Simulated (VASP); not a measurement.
Here is a VASP 6.6.1 calculation.

File POSCAR:

```
Ba4Hf3ZrO12
1.0
    8.3261630000      0.0000000000      0.0000000000
    0.0000000000      8.3261630000      0.0000000000
    0.0000000000      0.0000000000      8.3261630000
Ba Zr Hf O
8 2 6 24
Direct
    0.0001400000      0.9991090000      0.0009020000
    0.0001060000      0.9990100000      0.5009000000
    0.0001430000      0.4995650000      0.0009840000
    0.0000570000      0.4996500000      0.5009300000
    0.5006980000      0.9990590000      0.0008920000
    0.5005660000      0.9990700000      0.5010290000
    0.5006440000      0.4995650000      0.0009940000
    0.5006910000      0.4996250000      0.5009200000
    0.2503390000      0.2493200000      0.2508570000
    0.2503540000      0.2493940000      0.7508050000
    0.2503910000      0.7493370000      0.2507600000
    0.2504090000      0.7493420000      0.7507510000
    0.7503280000      0.2493380000      0.2507650000
    0.7503990000      0.2493640000      0.7507500000
    0.7503440000      0.7493630000      0.2508060000
    0.7504250000      0.7493290000      0.7508360000
    0.2494280000      0.2487120000      0.0005610000
    0.2510650000      0.2498010000      0.5005990000
    0.2506360000      0.7498260000      0.0006630000
    0.2502240000      0.7487490000      0.5006540000
    0.7511090000      0.2500250000      0.0006420000
    0.7495100000      0.2487560000      0.5006170000
    0.7501760000      0.7487050000      0.0006860000
    0.7506030000      0.7499600000      0.5006890000
    0.9994700000      0.2504660000      0.2512240000
    0.9993990000      0.2486190000      0.7496300000
    0.0002810000      0.7483610000      0.2504360000
    0.0002500000      0.7499850000      0.7507610000
    0.5012510000      0.2482990000      0.2495830000
    0.5012380000      0.2500020000      0.7511870000
    0.5005210000      0.7503680000      0.2508480000
    0.5004660000      0.7486110000      0.7503330000
    0.2494110000      0.9984230000      0.2510210000
    0.2509790000      0.9983890000      0.7499450000
    0.2514530000      0.5002250000      0.2499570000
    0.2495710000      0.5001940000      0.7509300000
    0.7513750000      0.9992410000      0.2499250000
    0.7496570000      0.9992160000      0.7512130000
    0.7493700000      0.4994620000      0.2511530000
    0.7510070000      0.4994440000      0.7499890000
```

INCAR.step1

```
  PREC = Accurate
  ENCUT = 520
  ISMEAR = -1
  SIGMA = 0.05
  LREAL = Auto
  LASPH = True
  NELM = 60
  NBANDS = 180
  ISYM = 0
  GGA = PE
  ALGO = Normal
  EDIFF = 1E-4
  LWAVE = True
  LCHARG = False
```

INCAR.step2

```
  PREC = Accurate
  ENCUT = 520
  EDIFF = 1E-6
  ISMEAR = -1
  SIGMA = 0.05
  LREAL = Auto
  LASPH = True
  NELM = 60
  ALGO = Normal
  ISIF = 2
  LWAVE = False
  LCHARG = False
  METAGGA = R2SCAN
  LMIXTAU = True
  NBANDS = 180
  ISYM = 0
  ISTART = 1
```

File KPOINTS:

```
Automatic mesh
0
Gamma
  1 1 1
  0.25 0.25 0.25
```

Potentials or basis: VASP PAW PBE potentials, release 64 (Ba_sv, Zr_sv, Hf_pv, O).

Launch:

```bash
$ cat potpaw_PBE.64/Ba_sv/POTCAR potpaw_PBE.64/Zr_sv/POTCAR potpaw_PBE.64/Hf_pv/POTCAR potpaw_PBE.64/O/POTCAR > POTCAR
$ cp INCAR.step1 INCAR
$ mpirun -np 1 vasp_std > vasp.out
$ cp INCAR.step2 INCAR
$ mpirun -np 1 vasp_std > vasp.out
```

**Question.** Estimate the band gap on the k mesh.

**Answer.** 4.81 eV.

**Question.** Estimate the largest force.

**Answer.** 0.255 eV/Å.

**Question.** What does it give for the pressure?

**Answer.** 2.3 GPa.

Forces in eV/Å, atoms in the order of the input:
```
Ba  -0.006 -0.007 -0.006
Ba  -0.007 -0.003 -0.005
Ba  -0.008  0.008 -0.006
Ba  -0.004  0.004 -0.005
Ba   0.002 -0.004 -0.006
Ba   0.009 -0.005 -0.011
Ba   0.007  0.007 -0.009
Ba   0.004  0.007 -0.004
Zr   0.003  0.000 -0.015
Zr  -0.001 -0.009 -0.008
Hf   0.001 -0.001 -0.001
Hf  -0.002 -0.002 -0.001
Hf   0.003  0.000 -0.004
Hf  -0.005 -0.004 -0.002
Hf   0.006 -0.002 -0.003
Hf  -0.004 -0.001 -0.007
O    0.005  0.004  0.012
O   -0.002  0.000  0.003
O   -0.003 -0.003 -0.002
O   -0.002  0.006 -0.001
O   -0.006 -0.005 -0.003
O    0.006  0.003  0.002
O   -0.001  0.006  0.002
O   -0.001 -0.003  0.001
O   -0.254 -0.008  0.002
O   -0.246  0.002  0.009
O   -0.005  0.002  0.001
O   -0.002 -0.001  0.005
O    0.253  0.002  0.011
O    0.252 -0.001  0.007
O    0.000 -0.005  0.000
O    0.006  0.004  0.006
O    0.000 -0.253  0.007
O    0.003 -0.250  0.005
O   -0.005  0.250  0.006
O    0.005  0.255  0.006
O   -0.004 -0.003  0.008
O    0.002 -0.002  0.001
O    0.004  0.006  0.000
O   -0.003  0.006  0.006
```

Caveat: the PAW data sets were made with another functional, which shifts forces and pressure a little; spin-orbit coupling is left out, which moves the levels of the heavy elements; a shifted mesh leaves out Γ, where band edges can lie. A k mesh can miss the band edges.
